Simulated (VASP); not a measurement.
# Al2Co (Fd-3m) in VASP: single point with PBE

Aim: the single point of Al2Co with PBE.

All numbers are computed with VASP 6.6.1; they aren't measurements. Logs are shortened: lines on timing, memory, paths and dates and some standing lists are left out, and cuts for length are marked.

## Step 1: The cell of the first run

It takes space group Fd-3m (No. 227, cubic). The conventional cell has a = 6.951 Å, b = 6.951 Å, c = 6.951 Å, α = 90.00°, β = 90.00°, γ = 90.00°. Within 3.2 Å of Al (site symmetry -3m) lie 6 Al at 2.46 Å and 6 Co at 2.88 Å. Within 3.8 Å of Co (site symmetry -43m) lie 12 Al at 2.88 Å and 4 Co at 3.01 Å.

The cell was built from a structure type or drawn by symmetry, and may not be a known phase.

## Step 2: Single point, PBE, collinear spin, ferromagnetic start

Contents of INCAR:

```
ALGO = Normal
EDIFF = 1E-6
ENCUT = 520
GGA = PE
ISIF = 2
ISMEAR = 0
ISPIN = 2
LASPH = T
LCHARG = F
LMAXMIX = 4
LORBIT = 11
LREAL = F
LWAVE = F
MAGMOM = 0 0 0 0 0.79 0.79
NBANDS = 28
NELM = 150
PREC = Accurate
SIGMA = 0.1
```

Contents of KPOINTS:

```
k-points
0
Gamma
  10 10 10
```

Contents of POSCAR:

```
Al2Co
1.0
    0.0000000000      3.4756882878      3.4756882878
    3.4756882878      0.0000000000      3.4756882878
    3.4756882878      3.4756882878      0.0000000000
Al Co
4 2
Direct
    0.1250000000      0.1250000000      0.6250000000
    0.1250000000      0.1250000000      0.1250000000
    0.1250000000      0.6250000000      0.1250000000
    0.6250000000      0.1250000000      0.1250000000
    0.5000000000      0.5000000000      0.5000000000
    0.7500000000      0.7500000000      0.7500000000
```

Potentials or basis: VASP PAW PBE potentials, release 64 (Al, Co).

On the command line:

```console
cat potpaw_PBE.64/Al/POTCAR potpaw_PBE.64/Co/POTCAR > POTCAR
mpirun -np 1 vasp_std > vasp.out
```

OUTCAR:

```text
EDIFF = 1E-6
   ENCUT = 520
   GGA = PE
   ISIF = 2
   ISMEAR = 0
   ISPIN = 2
   LASPH = T
   LORBIT = 11
   LREAL = F
   NELM = 150
   PREC = Accurate

 ion  position               nearest neighbor table
   1  0.125  0.125  0.625-   2 2.46   2 2.46   3 2.46   4 2.46   3 2.46   4 2.46   6 2.88   5 2.88
                             6 2.88   5 2.88   6 2.88   5 2.88
   2  0.125  0.125  0.125-   1 2.46   3 2.46   4 2.46   1 2.46   3 2.46   4 2.46   6 2.88   5 2.88
                             6 2.88   5 2.88   6 2.88   5 2.88
   3  0.125  0.625  0.125-   2 2.46   1 2.46   1 2.46   2 2.46   4 2.46   4 2.46   5 2.88   6 2.88
                             5 2.88   6 2.88   6 2.88   5 2.88
   4  0.625  0.125  0.125-   2 2.46   1 2.46   3 2.46   1 2.46   2 2.46   3 2.46   5 2.88   6 2.88
                             5 2.88   5 2.88   6 2.88   6 2.88
   5  0.500  0.500  0.500-   1 2.88   2 2.88   3 2.88   1 2.88   2 2.88   4 2.88   2 2.88   3 2.88
                             4 2.88   1 2.88   3 2.88   4 2.88   6 3.01   6 3.01   6 3.01   6 3.01
   6  0.750  0.750  0.750-   1 2.88   3 2.88   4 2.88   2 2.88   3 2.88   4 2.88   1 2.88   2 2.88
                             4 2.88   1 2.88   2 2.88   3 2.88   5 3.01   5 3.01   5 3.01   5 3.01

  LATTYP: Found a face centered cubic cell.
 ALAT       =     6.9513765756

  Lattice vectors:

 A1 = (   0.0000000000,   3.4756882878,   3.4756882878)
 A2 = (   3.4756882878,   0.0000000000,   3.4756882878)
 A3 = (   3.4756882878,   3.4756882878,   0.0000000000)

Analysis of symmetry for initial positions (statically):
=====================================================================
 Subroutine PRICEL returns:
 Original cell was already a primitive cell.

 Routine SETGRP: Setting up the symmetry group for a
 face centered cubic supercell.

 Subroutine GETGRP returns: Found 48 space group operations
 (whereof 24 operations were pure point group operations)
 out of a pool of 48 trial point group operations.

The static configuration has the point symmetry T_d .
 The point group associated with its full space group is O_h .

Analysis of symmetry for dynamics (positions and initial velocities):
=====================================================================
 Subroutine PRICEL returns:
 Original cell was already a primitive cell.

 Routine SETGRP: Setting up the symmetry group for a
 face centered cubic supercell.

 Subroutine GETGRP returns: Found 48 space group operations
 (whereof 24 operations were pure point group operations)
 out of a pool of 48 trial point group operations.

The dynamic configuration has the point symmetry T_d .
 The point group associated with its full space group is O_h .

[... 161 lines left out ...]

 Free energy of the ion-electron system (eV)
  ---------------------------------------------------
  ext. energy  EPLUGINS =         0.00000000
  ---------------------------------------------------
  free energy    TOTEN  =       -27.44100940 eV

  energy without entropy =      -27.42173012  energy(sigma->0) =      -27.43136976

 E-fermi :   8.7165     XC(G=0): -11.1619

 val. band max:        8.7139766157   @ k =   0.3000   0.2000   0.1000
 cond. band min:       8.7327446618   @ k =   0.3000   0.2000   0.1000
 fundamental gap:      0.0187680461
 Fermi energy:         8.7164745507

 spin component 1

 k-point     1 :       0.0000    0.0000    0.0000
  band No.  band energies     occupation
      1      -2.5126      1.00000
      2       3.8134      1.00000
      3       5.5053      1.00000
      4       5.5053      1.00000
      5       5.5053      1.00000
      6       6.0220      1.00000
[... 709 lines left out ...]
     26      15.5466      0.00000
     27      17.2718      0.00000

 [... further k-points ...]

 spin component 2

 k-point     1 :       0.0000    0.0000    0.0000
  band No.  band energies     occupation
      1      -2.5328      1.00000
      2       3.8042      1.00000
      3       5.5424      1.00000
      4       5.5424      1.00000
      5       5.5424      1.00000
      6       6.1038      1.00000
[... 709 lines left out ...]
     26      15.5530      0.00000
     27      17.2675      0.00000

 [... further k-points ...]

 [bands above 27 left out]

------------------------ aborting loop because EDIFF is reached ----------------------------------------

  FORCE on cell =-STRESS in cart. coord.  units (eV):
  Direction    XX          YY          ZZ          XY          YZ          ZX
  --------------------------------------------------------------------------------------
  -------------------------------------------------------------------------------------
  Total       -0.0188614     -0.0188614     -0.0188614     -0.0000000      0.0000000      0.0000000
  in kB       -0.3598585     -0.3598585     -0.3598585     -0.0000000      0.0000000      0.0000000
  external PRESSURE =      -0.3598585 kB  Pullay stress =       0.0000000 kB

 VOLUME and BASIS-vectors are now :
 -----------------------------------------------------------------------------
  energy-cutoff  :      520.00
  volume of cell :       83.98
      direct lattice vectors                 reciprocal lattice vectors
     0.000000000  3.475688288  3.475688288    -0.143856399  0.143856399  0.143856399
     3.475688288  0.000000000  3.475688288     0.143856399 -0.143856399  0.143856399
     3.475688288  3.475688288  0.000000000     0.143856399  0.143856399 -0.143856399

 POSITION                                       TOTAL-FORCE (eV/Angst)
 -----------------------------------------------------------------------------------
      2.60677      2.60677      0.86892         0.000000      0.000000      0.000000
      0.86892      0.86892      0.86892         0.000000      0.000000      0.000000
      2.60677      0.86892      2.60677         0.000000      0.000000      0.000000
      0.86892      2.60677      2.60677         0.000000      0.000000      0.000000
      3.47569      3.47569      3.47569         0.000000     -0.000000     -0.000000
      5.21353      5.21353      5.21353        -0.000000      0.000000      0.000000
 -----------------------------------------------------------------------------------
    total drift:                               -0.000000     -0.000000      0.000000

  FREE ENERGIE OF THE ION-ELECTRON SYSTEM (eV)
  ---------------------------------------------------
  free  energy   TOTEN  =       -27.4410094017 eV

  energy  without entropy=      -27.4217301209  energy(sigma->0) =      -27.43136976

 total charge

# of ion       s       p       d       tot
------------------------------------------
    1        0.405   0.452   0.000   0.856
    2        0.405   0.452   0.000   0.856
    3        0.405   0.452   0.000   0.856
    4        0.405   0.452   0.000   0.856
    5        0.315   0.300   7.351   7.966
    6        0.315   0.300   7.351   7.966
--------------------------------------------------
tot          2.248   2.406  14.703  19.357

 magnetization (x)

# of ion       s       p       d       tot
------------------------------------------
    1       -0.002  -0.003   0.000  -0.005
    2       -0.002  -0.003   0.000  -0.005
    3       -0.002  -0.003   0.000  -0.005
    4       -0.002  -0.003   0.000  -0.005
    5        0.001  -0.000   0.235   0.236
    6        0.001  -0.000   0.235   0.236
--------------------------------------------------
tot         -0.004  -0.014   0.471   0.453
```

OSZICAR:

```text
N       E                     dE             d eps       ncg     rms          rms(c)
DAV:   1     0.131217684161E+03    0.13122E+03   -0.11344E+04  5264   0.102E+03
DAV:   2    -0.250269448925E+02   -0.15624E+03   -0.14295E+03  5304   0.223E+02
DAV:   3    -0.332367200929E+02   -0.82098E+01   -0.76664E+01  6488   0.583E+01
[... 16 lines left out ...]
DAV:  20    -0.274410013987E+02   -0.11936E-04   -0.17863E-04  7940   0.138E-01    0.848E-03
DAV:  21    -0.274410064605E+02   -0.50618E-05   -0.14522E-04  7624   0.133E-01    0.406E-03
DAV:  22    -0.274410085821E+02   -0.21216E-05   -0.18266E-05  7984   0.316E-02    0.323E-03
DAV:  23    -0.274410091214E+02   -0.53933E-06   -0.18360E-05  6196   0.485E-02    0.139E-03
DAV:  24    -0.274410094017E+02   -0.28027E-06   -0.31675E-06  4216   0.139E-02
   1 F= -.27441009E+02 E0= -.27431370E+02  d E =-.192793E-01  mag=     0.3790
```

stdout:

```text
POSCAR found type information on POSCAR AlCo
 POSCAR found :  2 types and       6 ions
 scaLAPACK will be used
 LDA part: xc-table for (Slater+PW92), standard interpolation
 POSCAR, INCAR and KPOINTS ok, starting setup
 FFT: planning ... GRIDC
 FFT: planning ... GRID_SOFT
 FFT: planning ... GRID
 WAVECAR not read
 entering main loop
```

It took 8.4 min on 1 thread of AMD EPYC 7R13, shared host; peak memory 0.36 GiB.

What came out:

```
Free energy                                           : -27.4410 eV
Pressure                                              : 0.0 GPa
Net moment                                            : 0.38 μB per cell
Site moments                                          : Al -0.01; Co +0.24 μB
Valence electrons inside the program's atomic spheres : Al 0.86; Co 7.97
```

Levels at points of the mesh, in eV from the Fermi level:
Spin up:
```csv
k point,band 13,band 14,band 15,band 16,band 17,band 18
"(0.00, 0.00, 0.00)",-0.55,0.44,0.44,0.44,0.63,0.63
"(0.50, 0.00, 0.00)",-0.56,-0.29,-0.29,0.61,0.61,0.83
"(0.50, 0.50, 0.00)",-0.95,-0.95,-0.39,-0.39,3.13,3.13
```
Spin down:
| k point | band 13 | band 14 | band 15 | band 16 | band 17 | band 18 |
| --- | --- | --- | --- | --- | --- | --- |
| (0.00, 0.00, 0.00) | -0.41 | 0.60 | 0.60 | 0.60 | 0.86 | 0.86 |
| (0.50, 0.00, 0.00) | -0.28 | -0.16 | -0.16 | 0.78 | 0.78 | 0.91 |
| (0.50, 0.50, 0.00) | -0.71 | -0.71 | -0.14 | -0.14 | 3.15 | 3.15 |
